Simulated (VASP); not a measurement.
# SiC (P6_3mc) in VASP: notebook, part 2 of 3

VASP 6.6.1. The steps go on from the part before.

## Step 3: Single point, PBE+D3(BJ)

This run uses another cell than the first one, of 10.11 Å³/atom, 1.021 times its volume.

Input file INCAR:

```
SYSTEM = SiC
PREC = Accurate ; ENCUT = 520
EDIFF = 1E-7 ; ISMEAR = -1
SIGMA = 0.05 ; LREAL = .False.
LASPH = .True. ; NELM = 80
ALGO = Normal ; ISIF = 2
LWAVE = .False. ; LCHARG = .True.
GGA = PE ; IVDW = 12
LELF = .True. ; LVHAR = .True.
NBANDS = 26
```

Input file KPOINTS:

```
Automatic mesh
0
Gamma
  10 10 3
  0 0 0
```

Input file POSCAR:

```
SiC
1.0
    3.0550512851      0.0000000000      0.0000000000
   -1.5275256425      2.6457520228      0.0000000000
    0.0000000000      0.0000000000     10.0030562121
Si C
4 4
Direct
    0.0000000000      0.0000000000      0.1878943800
    0.0000000000      0.0000000000      0.6878943800
    0.3333333333      0.6666666667      0.4378419800
    0.6666666667      0.3333333333      0.9378419800
    0.0000000000      0.0000000000      0.0004600500
    0.0000000000      0.0000000000      0.5004600500
    0.3333333333      0.6666666667      0.2498025900
    0.6666666667      0.3333333333      0.7498025900
```

Potentials or basis: VASP PAW PBE potentials, release 64 (Si, C).

Command:

```bash
> cat potpaw_PBE.64/Si/POTCAR potpaw_PBE.64/C/POTCAR > POTCAR
> mpirun -np 1 vasp_std > vasp.out
```

Wall time 80 s (1 thread of Intel Xeon 8259CL, shared host); peak memory 0.22 GiB.

The run converged. Its results:

```yaml
Free_energy: -62.6306 eV
Pressure: 3.7 GPa
Largest_force: 0.012 eV/Å
Band_gap_on_the_k_mesh: 2.23 eV, indirect (least direct gap 3.36 eV)
Dispersion_energy_per_atom: -0.308 eV
```

Forces on the atoms (eV/Å):
```
Si   0.000  0.000  0.004
Si   0.000  0.000  0.004
Si   0.000  0.000 -0.012
Si   0.000  0.000 -0.012
C    0.000  0.000 -0.002
C    0.000  0.000 -0.002
C    0.000  0.000  0.009
C    0.000  0.000  0.009
```

Stress tensor (GPa, compression positive):
```
3.81 0.00 0.00
0.00 3.81 0.00
0.00 0.00 3.63
```

Levels at points of the mesh, in eV from the valence-band top:
| k point | band 14 | band 15 | band 16 | band 17 | band 18 | band 19 |
| --- | --- | --- | --- | --- | --- | --- |
| (0.00, 0.00, 0.00) | -0.05 | 0.00 | 0.00 | 5.29 | 5.87 | 6.52 |
| (0.50, 0.00, 0.00) | -2.24 | -1.59 | -1.13 | 2.23 | 2.37 | 4.29 |

A k mesh can miss the band edges.

## Step 4: Single point, revPBE+D3(BJ)

This run uses another cell than the first one, of 10.11 Å³/atom, 1.021 times its volume.

Input file INCAR:

```
PREC     = Accurate       # precision mode
ENCUT    = 520            # plane-wave cutoff, eV
EDIFF    = 1E-7           # SCF threshold, eV
ISMEAR   = -1             # smearing method
SIGMA    = 0.05           # smearing width, eV
LREAL    = False          # projectors in reciprocal space
LASPH    = True           # aspherical terms in the spheres
NELM     = 60             # most SCF steps
ALGO     = Normal         # electronic algorithm
ISIF     = 2              # what is computed and relaxed
LWAVE    = False          # write WAVECAR
LCHARG   = True           # write CHGCAR
GGA      = RE             # functional
IVDW     = 12             # dispersion correction
LELF     = True           # ELF
LVHAR    = True         
NBANDS   = 26             # bands
```

Input file KPOINTS:

```
regular mesh
0
Gamma
  10 10 3
```

POSCAR is that of step 3.

Command:

```bash
> cat potpaw_PBE.64/Si/POTCAR potpaw_PBE.64/C/POTCAR > POTCAR
> mpirun -np 1 vasp_std > vasp.out
```

Wall time 77 s (1 thread of Intel Xeon 8259CL, shared host); peak memory 0.22 GiB.

The run converged. Its results:

```yaml
Free_energy: -62.5881 eV
Pressure: 1.0 GPa
Largest_force: 0.015 eV/Å
Band_gap_on_the_k_mesh: 2.23 eV, indirect (least direct gap 3.36 eV)
Dispersion_energy_per_atom: -0.613 eV
```

Forces in eV/Å, atoms in the order of the input:
```
Si   0.000  0.000  0.004
Si   0.000  0.000  0.004
Si   0.000  0.000 -0.015
Si   0.000  0.000 -0.015
C    0.000  0.000  0.001
C    0.000  0.000  0.001
C    0.000  0.000  0.010
C    0.000  0.000  0.010
```

Stress tensor (GPa, compression positive):
```
1.02 0.00 0.00
0.00 1.02 0.00
0.00 0.00 0.85
```

Levels at points of the mesh, in eV from the valence-band top:
```csv
k point,band 12,band 13,band 14,band 15,band 16,band 17,band 18,band 19,band 20,band 21
"(0.00, 0.00, 0.00)",-0.58,-0.58,-0.05,0.00,0.00,5.32,5.90,6.56,6.56,7.13
"(0.50, 0.00, 0.00)",-2.41,-2.38,-2.24,-1.59,-1.12,2.23,2.39,4.32,4.91,5.43
```

Caveat: the PAW data sets were made with another functional, which shifts forces and pressure a little. A k mesh can miss the band edges.

## Step 5: Single point, LDA

This run uses another cell than the first one, of 10.31 Å³/atom, 1.042 times its volume.

Input file INCAR:

```
SYSTEM = SiC
PREC = Accurate
ENCUT = 520
EDIFF = 1E-6
ISMEAR = -1
SIGMA = 0.05
LREAL = .False.
LASPH = .True.
NELM = 60
ALGO = Normal
ISIF = 2
LWAVE = .False.
LCHARG = .False.
NBANDS = 26
```

Input file KPOINTS:

```
regular mesh
0
Gamma
  10 10 3
  0 0 0
```

Edit POSCAR of step 4 so:

```diff
@@ -2,5 +2,5 @@
 1.0
-    3.0550512851      0.0000000000      0.0000000000
-   -1.5275256425      2.6457520228      0.0000000000
-    0.0000000000      0.0000000000     10.0030562121
+    3.0756941497      0.0000000000      0.0000000000
+   -1.5378470748      2.6636292679      0.0000000000
+    0.0000000000      0.0000000000     10.0706464800
 Si C
```

Potentials or basis: VASP PAW LDA potentials, release 64 (Si, C).

Command:

```bash
> cat potpaw_LDA.64/Si/POTCAR potpaw_LDA.64/C/POTCAR > POTCAR
> mpirun -np 1 vasp_std > vasp.out
```

OUTCAR:

```text
SYSTEM = SiC
   PREC = Accurate
   ENCUT = 520
   EDIFF = 1E-6
   ISMEAR = -1
   LREAL = .False.
   LASPH = .True.
   NELM = 60
   ISIF = 2

 ion  position               nearest neighbor table
   1  0.000  0.000  0.188-   7 1.88   7 1.88   7 1.88   5 1.89   3 3.08   3 3.08   3 3.08   4 3.08
                             4 3.08   4 3.08
   2  0.000  0.000  0.688-   8 1.88   8 1.88   8 1.88   6 1.89   4 3.08   4 3.08   4 3.08   3 3.08
                             3 3.08   3 3.08
   3  0.333  0.667  0.438-   6 1.88   6 1.88   6 1.88   7 1.89   1 3.08   1 3.08   1 3.08   2 3.08
                             2 3.08   2 3.08
   4  0.667  0.333  0.938-   5 1.88   5 1.88   5 1.88   8 1.89   2 3.08   2 3.08   2 3.08   1 3.08
                             1 3.08   1 3.08
   5  0.000  0.000  0.000-   4 1.88   4 1.88   4 1.88   1 1.89
   6  0.000  0.000  0.500-   3 1.88   3 1.88   3 1.88   2 1.89
   7  0.333  0.667  0.250-   1 1.88   1 1.88   1 1.88   3 1.89
   8  0.667  0.333  0.750-   2 1.88   2 1.88   2 1.88   4 1.89

  LATTYP: Found a hexagonal cell.
 ALAT       =     3.0756941497
 C/A-ratio  =     3.2742678530

  Lattice vectors:

 A1 = (   3.0756941497,   0.0000000000,   0.0000000000)
 A2 = (  -1.5378470748,   2.6636292679,   0.0000000000)
 A3 = (   0.0000000000,   0.0000000000,  10.0706464800)

Analysis of symmetry for initial positions (statically):
=====================================================================
 Subroutine PRICEL returns:
 Original cell was already a primitive cell.

 Routine SETGRP: Setting up the symmetry group for a
 hexagonal supercell.

 Subroutine GETGRP returns: Found 12 space group operations
 (whereof  6 operations were pure point group operations)
 out of a pool of 24 trial point group operations.

The static configuration has the point symmetry C_3v.
 The point group associated with its full space group is C_6v.

Analysis of symmetry for dynamics (positions and initial velocities):
=====================================================================
 Subroutine PRICEL returns:
[... 142 lines left out ...]
     AMIX_MAG =   1.60;   BMIX_MAG =  1.00
  volume/ion in A,a.u.               =      10.31        69.60
  Fermi-wavevector in a.u.,A,eV,Ry     =   1.193897  2.256138 19.393597  1.425389
  Thomas-Fermi vector in A             =   2.329900
   LORBIT       =      0    0 simple, 1 ext, 2 COOP (PROOUT), +10 PAW based schemes
   GGA     = CA    functional components
   LHFCALC =     F    Hartree Fock is set to
   AEXX    =    0.0000 exact exchange contribution
   IVDW    =     0    specifies the selected vdW correction
   LEPSILON=     F    determine dielectric tensor
   LRPA    =     F    only Hartree local field effects (RPA)
 non-spin polarized calculation
  energy-cutoff  :      520.00
  volume of cell :       82.50
 maximum number of plane-waves:      2248
 NGX is ok and might be reduce to    24
   NGX = 11   NGY = 11   NGZ = 37

 number of electron      32.0000000 magnetization

 Free energy of the ion-electron system (eV)
  ---------------------------------------------------
  ext. energy  EPLUGINS =         0.00000000
  ---------------------------------------------------
  free energy    TOTEN  =       -66.56762238 eV

  energy without entropy =      -66.56762238  energy(sigma->0) =      -66.56762238

 E-fermi :   9.1526     XC(G=0): -11.5671

 val. band max:        8.1647523527   @ k =   0.0000   0.0000   0.0000
 cond. band min:      10.3323004425   @ k =   0.5000   0.0000   0.0000
 fundamental gap:      2.1675480898
 Fermi energy:         9.1525805000

 k-point     1 :       0.0000    0.0000    0.0000
  band No.  band energies     occupation
      1      -7.2523      2.00000
      2      -6.0663      2.00000
      3      -6.0316      2.00000
      4      -3.6240      2.00000
      5      -0.4829      2.00000
      6       3.7999      2.00000
[... 685 lines left out ...]
     25      16.0420      0.00000
     26      16.9303      0.00000

 [... further k-points ...]
[... 5 lines left out ...]
  --------------------------------------------------------------------------------------
  -------------------------------------------------------------------------------------
  Total       -1.7479752     -1.7479752     -1.7701635     -0.0000000      0.0000000      0.0000000
  in kB      -33.9446691    -33.9446691    -34.3755531     -0.0000000      0.0000000      0.0000000
  external PRESSURE =     -34.0882971 kB  Pullay stress =       0.0000000 kB

 VOLUME and BASIS-vectors are now :
 -----------------------------------------------------------------------------
  energy-cutoff  :      520.00
  volume of cell :       82.50
      direct lattice vectors                 reciprocal lattice vectors
     3.075694150  0.000000000  0.000000000     0.325129857  0.187713811  0.000000000
    -1.537847075  2.663629268  0.000000000     0.000000000  0.375427621  0.000000000
     0.000000000  0.000000000 10.070646480     0.000000000  0.000000000  0.099298491

 POSITION                                       TOTAL-FORCE (eV/Angst)
 -----------------------------------------------------------------------------------
      0.00000      0.00000      1.89222        -0.000000      0.000000     -0.003276
      0.00000      0.00000      6.92754         0.000000     -0.000000     -0.003276
     -0.00000      1.77575      4.40935        -0.000000     -0.000000      0.004587
      1.53785      0.88788      9.44468         0.000000      0.000000      0.004587
      0.00000      0.00000      0.00463        -0.000000      0.000000     -0.001820
      0.00000      0.00000      5.03996         0.000000     -0.000000     -0.001820
     -0.00000      1.77575      2.51567        -0.000000     -0.000000      0.000509
      1.53785      0.88788      7.55100        -0.000000      0.000000      0.000509
 -----------------------------------------------------------------------------------
    total drift:                               -0.000000     -0.000000      0.000171

  FREE ENERGIE OF THE ION-ELECTRON SYSTEM (eV)
  ---------------------------------------------------
  free  energy   TOTEN  =       -66.5676223836 eV

  energy  without entropy=      -66.5676223835  energy(sigma->0) =      -66.56762238
```

OSZICAR:

```text
N       E                     dE             d eps       ncg     rms          rms(c)
DAV:   1     0.650866678752E+02    0.65087E+02   -0.14525E+04  1456   0.111E+03
DAV:   2    -0.678672887935E+02   -0.13295E+03   -0.12334E+03  1938   0.189E+02
DAV:   3    -0.746562378888E+02   -0.67889E+01   -0.67416E+01  1988   0.406E+01
DAV:   4    -0.747430929040E+02   -0.86855E-01   -0.86753E-01  1896   0.550E+00
DAV:   5    -0.747446432641E+02   -0.15504E-02   -0.15493E-02  1954   0.693E-01    0.182E+01
DAV:   6    -0.668785454112E+02    0.78661E+01   -0.21308E+01  1866   0.201E+01    0.842E+00
DAV:   7    -0.666515573948E+02    0.22699E+00   -0.23318E+00  2024   0.682E+00    0.335E+00
DAV:   8    -0.665800626684E+02    0.71495E-01   -0.13848E-01  1770   0.173E+00    0.116E+00
DAV:   9    -0.665675105967E+02    0.12552E-01   -0.20618E-02  1808   0.743E-01    0.154E-01
DAV:  10    -0.665676161204E+02   -0.10552E-03   -0.10218E-03  1888   0.169E-01    0.859E-02
DAV:  11    -0.665676284148E+02   -0.12294E-04   -0.40532E-05  1848   0.390E-02    0.210E-02
DAV:  12    -0.665676231951E+02    0.52197E-05   -0.14243E-05  1828   0.176E-02    0.113E-02
DAV:  13    -0.665676223836E+02    0.81146E-06   -0.24067E-06  1468   0.730E-03
   1 F= -.66567622E+02 E0= -.66567622E+02  d E =-.904335E-10
```

stdout:

```text
POSCAR found type information on POSCAR SiC
 POSCAR found :  2 types and       8 ions
 scaLAPACK will be used
 LDA part: xc-table for (Slater(with rela. corr.)+CA(PZ))
 , standard interpolation
 POSCAR, INCAR and KPOINTS ok, starting setup
 FFT: planning ... GRIDC
 FFT: planning ... GRID_SOFT
 FFT: planning ... GRID
 WAVECAR not read
 entering main loop
```

It took 63 s on 1 thread of Intel Xeon 8259CL, shared host; peak memory 0.19 GiB.

Results:

```yaml
Free_energy: -66.5676 eV
Pressure: -3.4 GPa
Largest_force: 0.005 eV/Å
Band_gap_on_the_k_mesh: 2.17 eV, indirect (least direct gap 3.29 eV)
```

Forces on the atoms (eV/Å):
```
Si   0.000  0.000 -0.003
Si   0.000  0.000 -0.003
Si   0.000  0.000  0.005
Si   0.000  0.000  0.005
C    0.000  0.000 -0.002
C    0.000  0.000 -0.002
C    0.000  0.000  0.001
C    0.000  0.000  0.001
```

Levels at points of the mesh, in eV from the valence-band top:
| k point | band 14 | band 15 | band 16 | band 17 | band 18 | band 19 |
| --- | --- | --- | --- | --- | --- | --- |
| (0.00, 0.00, 0.00) | -0.05 | 0.00 | 0.00 | 5.07 | 5.65 | 6.28 |
| (0.50, 0.00, 0.00) | -2.22 | -1.58 | -1.12 | 2.17 | 2.28 | 4.13 |

A k mesh can miss the band edges.

[end of part 2 of 3]
